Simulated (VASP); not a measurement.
# CdH2O2 in VASP: a series of runs

CdH2O2 is run at these levels: PBEsol; tasks: single point.

All numbers are computed with VASP 6.6.1; they aren't measurements. Logs are shortened: lines on timing, memory, paths and dates and some standing lists are left out, and cuts for length are marked.

**1. The cell of the first run**

The typed cell holds 5 atoms: a = 3.502 Å, b = 3.502 Å, c = 4.569 Å, α = 90.00°, β = 90.00°, γ = 60.00°.

**2. Single point, PBEsol**

INCAR reads:

```
SYSTEM = CdH2O2
  ALGO = Normal
  EDIFF = 1E-6
  ENCUT = 520
  GGA = PS
  ISIF = 2
  ISMEAR = 0
  LASPH = .TRUE.
  LCHARG = .FALSE.
  LREAL = .FALSE.
  LWAVE = .FALSE.
  NBANDS = 21
  NELM = 80
  PREC = Accurate
  SIGMA = 0.01
```

KPOINTS reads:

```
k-points
0
G
  6 6 4
  0 0 0
```

POSCAR reads:

```
CdH2O2
1.0
    3.0297247338     -1.7509701269      0.1372681513
    3.0297247338      1.7509701269      0.1372681513
   -0.2070458568      0.0000000000      4.5644478333
Cd H O
1 2 2
Direct
    0.0632280000      0.9367720000      0.0000000000
    0.3965554668      0.2700994668      0.5468689368
    0.7299005332      0.6034445332      0.4531310632
    0.3965538312      0.2700978312      0.7582061386
    0.7299021688      0.6034461688      0.2417938614
```

Potentials or basis: VASP PAW PBE potentials, release 64 (Cd, H, O).

Started as:

```console
> cat potpaw_PBE.64/Cd/POTCAR potpaw_PBE.64/H/POTCAR potpaw_PBE.64/O/POTCAR > POTCAR
> mpirun -np 1 vasp_std > vasp.out
```

OUTCAR:

```text
SYSTEM = CdH2O2
   EDIFF = 1E-6
   ENCUT = 520
   GGA = PS
   ISIF = 2
   ISMEAR = 0
   LASPH = .TRUE.
   LREAL = .FALSE.
   NELM = 80
   PREC = Accurate

 ion  position               nearest neighbor table
   1  0.063  0.937  0.000-   5 2.30   5 2.30   4 2.30   4 2.30   4 2.30   5 2.30
   2  0.397  0.270  0.547-   4 0.97
   3  0.730  0.603  0.453-   5 0.97
   4  0.397  0.270  0.758-   2 0.97   1 2.30   1 2.30   1 2.30
   5  0.730  0.603  0.242-   3 0.97   1 2.30   1 2.30   1 2.30

  LATTYP: Found a base centered monoclinic cell.
 ALAT       =     6.0656655061
 B/A-ratio  =     0.5773381751
 C/A-ratio  =     0.7532794666
 COS(beta)  =    -0.0000533026

  Lattice vectors:

 A1 = (   3.0297247338,  -1.7509701269,   0.1372681513)
 A2 = (   3.0297247338,   1.7509701269,   0.1372681513)
 A3 = (  -0.2070458568,   0.0000000000,   4.5644478333)

Analysis of symmetry for initial positions (statically):
=====================================================================
 Subroutine PRICEL returns:
 Original cell was already a primitive cell.

 Routine SETGRP: Setting up the symmetry group for a
 base centered monoclinic supercell.

 Subroutine GETGRP returns: Found  4 space group operations
 (whereof  2 operations were pure point group operations)
 out of a pool of  4 trial point group operations.

The static configuration has the point symmetry C_2 .
 The point group associated with its full space group is C_2h.

Analysis of symmetry for dynamics (positions and initial velocities):
=====================================================================
 Subroutine PRICEL returns:
 Original cell was already a primitive cell.

 Routine SETGRP: Setting up the symmetry group for a
 base centered monoclinic supercell.

 Subroutine GETGRP returns: Found  4 space group operations
 (whereof  2 operations were pure point group operations)
 out of a pool of  4 trial point group operations.

The dynamic configuration has the point symmetry C_2 .
 The point group associated with its full space group is C_2h.

 Subroutine INISYM returns: Found  4 space group operations
 (whereof  2 operations are pure point group operations),
 and found     1 'primitive' translations

----------------------------------------------------------------------------------------

                                     Primitive cell

  volume of cell :      48.5279
[... 95 lines left out ...]
   EDIFF  = 0.1E-05   stopping-criterion for ELM
   LREAL  =      F    real-space projection
   EDIFFG = 0.1E-04   stopping-criterion for IOM
   NSW    =      0    number of steps for IOM
   IBRION =     -1    ionic relax: 0-MD 1-quasi-New 2-CG
   NFREE  =      0    steps in history (QN), initial steepest desc. (CG)
   ISIF   =      2    stress and relaxation
   ISYM   =      2    0-nonsym 1-usesym 2-fastsym
   POTIM  = 0.5000    time-step for ionic-motion
   TEBEG  =    0.0;   TEEND  =   0.0 temperature during run
   PSTRESS=    0.0 pullay stress
   NELECT =      26.0000    total number of electrons
   NUPDOWN=      -1.0000    fix difference up-down
   EMIN   =  10.00;   EMAX   =-10.00  energy-range for DOS
   EFERMI =   0.00;   METHOD = LEGACY
   ISMEAR =     0;   SIGMA  =   0.01  broadening in eV -4-tet -1-fermi 0-gaus
   EFERMI_NEDOS =   21; number of points for ismear=-14 and -15
   IALGO  =     38    algorithm
   IMIX   =      4    mixing-type and parameters
     AMIX     =   0.40;   BMIX     =  1.00
     AMIX_MAG =   1.60;   BMIX_MAG =  1.00
  volume/ion in A,a.u.               =       9.71        65.50
  Fermi-wavevector in a.u.,A,eV,Ry     =   1.329644  2.512663 24.054460  1.767953
  Thomas-Fermi vector in A             =   2.458791
   LORBIT       =      0    0 simple, 1 ext, 2 COOP (PROOUT), +10 PAW based schemes
   GGA     = PS    functional components
   LHFCALC =     F    Hartree Fock is set to
   AEXX    =    0.0000 exact exchange contribution
   IVDW    =     0    specifies the selected vdW correction
   LEPSILON=     F    determine dielectric tensor
   LRPA    =     F    only Hartree local field effects (RPA)
 non-spin polarized calculation
 Gauss-broadening in eV      SIGMA  =   0.01
  energy-cutoff  :      520.00
  volume of cell :       48.53
 maximum number of plane-waves:      1331
 NGX is ok and might be reduce to    28
   NGX = 13   NGY = 13   NGZ = 17

 number of electron      25.9999997 magnetization

 Free energy of the ion-electron system (eV)
  ---------------------------------------------------
  ext. energy  EPLUGINS =         0.00000000
  ---------------------------------------------------
  free energy    TOTEN  =       -23.46735396 eV

  energy without entropy =      -23.46735396  energy(sigma->0) =      -23.46735396

 E-fermi :   0.1750     XC(G=0): -10.3504

 val. band max:        0.0675232542   @ k =   0.5000   0.5000   0.0000
 cond. band min:       1.6903121645   @ k =   0.0000   0.0000   0.0000
 fundamental gap:      1.6227889103
 Fermi energy:         0.1749781142

 k-point     1 :       0.0000    0.0000    0.0000
  band No.  band energies     occupation
      1     -18.5799      2.00000
      2     -17.4689      2.00000
      3      -7.6735      2.00000
      4      -6.3892      2.00000
      5      -6.3892      2.00000
      6      -5.5916      2.00000
[... 565 lines left out ...]
     20      13.6002      0.00000
     21      16.4359      0.00000

 [... further k-points ...]

------------------------ aborting loop because EDIFF is reached ----------------------------------------

  FORCE on cell =-STRESS in cart. coord.  units (eV):
  Direction    XX          YY          ZZ          XY          YZ          ZX
  --------------------------------------------------------------------------------------
  -------------------------------------------------------------------------------------
  Total        0.2049978      0.2028591      1.4751290      0.0000000      0.0000000     -0.0573280
  in kB        6.7681202      6.6975095     48.7022235      0.0000000      0.0000000     -1.8927169
  external PRESSURE =      20.7226177 kB  Pullay stress =       0.0000000 kB

 VOLUME and BASIS-vectors are now :
 -----------------------------------------------------------------------------
  energy-cutoff  :      520.00
  volume of cell :       48.53
      direct lattice vectors                 reciprocal lattice vectors
     3.029724734 -1.750970127  0.137268151     0.164693024 -0.285555985  0.007470566
     3.029724734  1.750970127  0.137268151     0.164693024  0.285555985  0.007470566
    -0.207045857  0.000000000  4.564447833    -0.009905736  0.000000000  0.218635220

 POSITION                                       TOTAL-FORCE (eV/Angst)
 -----------------------------------------------------------------------------------
      3.02972      1.52955      0.13727        -0.000000     -0.000000     -0.000000
      1.90655     -0.22142      2.58767         0.033017      0.000000     -0.727902
      3.94585     -0.22142      2.25132        -0.033017      0.000000      0.727902
      1.86279     -0.22142      3.55230        -0.032220      0.000000      0.701948
      3.98962     -0.22142      1.28668         0.032220      0.000000     -0.701948
 -----------------------------------------------------------------------------------
    total drift:                                0.000000     -0.000004      0.000000

  FREE ENERGIE OF THE ION-ELECTRON SYSTEM (eV)
  ---------------------------------------------------
  free  energy   TOTEN  =       -23.4673539634 eV

  energy  without entropy=      -23.4673539634  energy(sigma->0) =      -23.46735396
```

OSZICAR:

```text
N       E                     dE             d eps       ncg     rms          rms(c)
DAV:   1     0.172252454153E+03    0.17225E+03   -0.14201E+04  1974   0.121E+03
DAV:   2    -0.174510420800E+02   -0.18970E+03   -0.18065E+03  2252   0.309E+02
DAV:   3    -0.265864558286E+02   -0.91354E+01   -0.91026E+01  2279   0.739E+01
DAV:   4    -0.266323378992E+02   -0.45882E-01   -0.45879E-01  2049   0.551E+00
DAV:   5    -0.266325266150E+02   -0.18872E-03   -0.18872E-03  2259   0.322E-01    0.127E+01
DAV:   6    -0.234515646471E+02    0.31810E+01   -0.82212E+00  2427   0.407E+01    0.891E+00
DAV:   7    -0.235072136233E+02   -0.55649E-01   -0.13452E+00  2049   0.946E+00    0.518E+00
DAV:   8    -0.234814786333E+02    0.25735E-01   -0.23255E-01  2114   0.368E+00    0.952E-01
DAV:   9    -0.234669628065E+02    0.14516E-01   -0.55104E-02  2187   0.200E+00    0.177E-01
DAV:  10    -0.234672877510E+02   -0.32494E-03   -0.76859E-03  2084   0.847E-01    0.103E-01
DAV:  11    -0.234673308247E+02   -0.43074E-04   -0.35747E-04  2054   0.246E-01    0.532E-02
DAV:  12    -0.234673488363E+02   -0.18012E-04   -0.12285E-04  2014   0.845E-02    0.235E-02
DAV:  13    -0.234673533737E+02   -0.45374E-05   -0.74105E-06  2084   0.239E-02    0.633E-03
DAV:  14    -0.234673539634E+02   -0.58970E-06   -0.11240E-06  1723   0.865E-03
   1 F= -.23467354E+02 E0= -.23467354E+02  d E =-.746623E-54
```

stdout:

```text
POSCAR found type information on POSCAR CdH O
 POSCAR found :  3 types and       5 ions
 scaLAPACK will be used
 -----------------------------------------------------------------------------
|                                                                             |
|                                                                             |
|     You enforced a specific xc type in the INCAR file but a different       |
|     I HOPE YOU KNOW WHAT YOU ARE DOING!                                     |
|                                                                             |
 -----------------------------------------------------------------------------

 LDA part: xc-table for (Slater+PW92), standard interpolation
 POSCAR, INCAR and KPOINTS ok, starting setup
 FFT: planning ... GRIDC
 FFT: planning ... GRID_SOFT
 FFT: planning ... GRID
 WAVECAR not read
 entering main loop
```

Run time: 39 s. Hardware: 1 thread of Intel Xeon Platinum 8375C at 2.90GHz (Ice Lake), shared host; peak memory 0.19 GiB.

Results:

```
Free energy            : -23.4674 eV
Pressure               : 2.1 GPa
Largest force          : 0.729 eV/Å
Band gap on the k mesh : 1.62 eV, indirect (least direct gap 2.00 eV)
```

Forces in eV/Å, atoms in the order of the input:
```
Cd   0.000  0.000  0.000
H    0.033  0.000 -0.728
H   -0.033  0.000  0.728
O   -0.032  0.000  0.702
O    0.032  0.000 -0.702
```

Levels at points of the mesh, in eV from the valence-band top:
| k point | band 10 | band 11 | band 12 | band 13 | band 14 | band 15 | band 16 | band 17 |
| --- | --- | --- | --- | --- | --- | --- | --- | --- |
| (0.00, 0.00, 0.00) | -1.12 | -1.12 | -0.38 | -0.38 | 1.62 | 6.05 | 10.26 | 12.82 |
| (0.50, 0.00, 0.00) | -2.97 | -2.56 | -2.34 | 0.00 | 6.41 | 6.53 | 8.80 | 10.48 |
| (0.50, 0.50, 0.00) | -2.97 | -2.56 | -2.34 | 0.00 | 6.41 | 6.53 | 8.80 | 10.48 |
| (0.00, 0.00, 0.50) | -1.38 | -1.38 | -0.07 | -0.07 | 4.28 | 4.41 | 11.02 | 11.50 |
| (0.50, 0.00, 0.50) | -2.47 | -2.06 | -1.84 | -0.53 | 6.04 | 6.94 | 9.13 | 9.36 |
| (0.50, 0.50, 0.50) | -2.47 | -2.06 | -1.84 | -0.53 | 6.04 | 6.94 | 9.13 | 9.36 |

Caveat: the PAW data sets were made with another functional, which shifts forces and pressure a little.

**3. Single point, PBEsol**

INCAR reads:

```
SYSTEM = CdH2O2
  ALGO = Normal
  EDIFF = 1E-6
  ENCUT = 600
  GGA = PS
  GGA_COMPAT = .FALSE.
  ISIF = 2
  ISMEAR = 0
  LASPH = .TRUE.
  LCHARG = .FALSE.
  LREAL = .FALSE.
  LWAVE = .FALSE.
  NBANDS = 25
  NELM = 120
  PREC = Accurate
  SIGMA = 0.01
```

KPOINTS is that of step 2.

POSCAR is that of step 2.

Potentials or basis: VASP PAW PBE potentials, release 64 (Cd_sv_GW, H, O).

Started as:

```console
> cat potpaw_PBE.64/Cd_sv_GW/POTCAR potpaw_PBE.64/H/POTCAR potpaw_PBE.64/O/POTCAR > POTCAR
> mpirun -np 1 vasp_std > vasp.out
```

Run time: 29 s. Hardware: 1 thread of Intel Xeon 6975P-C (Granite Rapids), shared host; peak memory 0.23 GiB.

Results (log left out):

```
Free energy            : -23.5930 eV
Pressure               : 0.9 GPa
Largest force          : 0.770 eV/Å
Band gap on the k mesh : 1.63 eV, indirect (least direct gap 2.01 eV)
```

Forces in eV/Å, atoms in the order of the input:
```
Cd   0.000  0.000  0.000
H    0.033  0.000 -0.724
H   -0.033  0.000  0.724
O   -0.035  0.000  0.769
O    0.035  0.000 -0.769
```

Stress tensor (GPa, compression positive):
```
-0.63  0.00 -0.20
 0.00 -0.64  0.00
-0.20  0.00  3.85
```

Levels at points of the mesh, in eV from the valence-band top:
| k point | band 13 | band 14 | band 15 | band 16 | band 17 | band 18 | band 19 | band 20 | band 21 | band 22 |
| --- | --- | --- | --- | --- | --- | --- | --- | --- | --- | --- |
| (0.00, 0.00, 0.00) | -4.26 | -1.13 | -1.13 | -0.38 | -0.38 | 1.63 | 6.04 | 10.27 | 12.79 | 12.79 |
| (0.50, 0.00, 0.00) | -3.66 | -2.97 | -2.56 | -2.34 | 0.00 | 6.41 | 6.54 | 8.81 | 10.49 | 11.20 |
| (0.50, 0.50, 0.00) | -3.66 | -2.97 | -2.56 | -2.34 | 0.00 | 6.41 | 6.54 | 8.81 | 10.49 | 11.20 |
| (0.00, 0.00, 0.50) | -4.92 | -1.40 | -1.40 | -0.07 | -0.07 | 4.29 | 4.42 | 11.02 | 11.46 | 12.77 |
| (0.50, 0.00, 0.50) | -4.10 | -2.48 | -2.05 | -1.84 | -0.53 | 6.05 | 6.93 | 9.13 | 9.34 | 10.43 |
| (0.50, 0.50, 0.50) | -4.10 | -2.48 | -2.05 | -1.84 | -0.53 | 6.05 | 6.93 | 9.13 | 9.34 | 10.43 |

Caveat: the PAW data sets were made with another functional, which shifts forces and pressure a little. As with any semilocal functional, this PBEsol gap is likely too small.
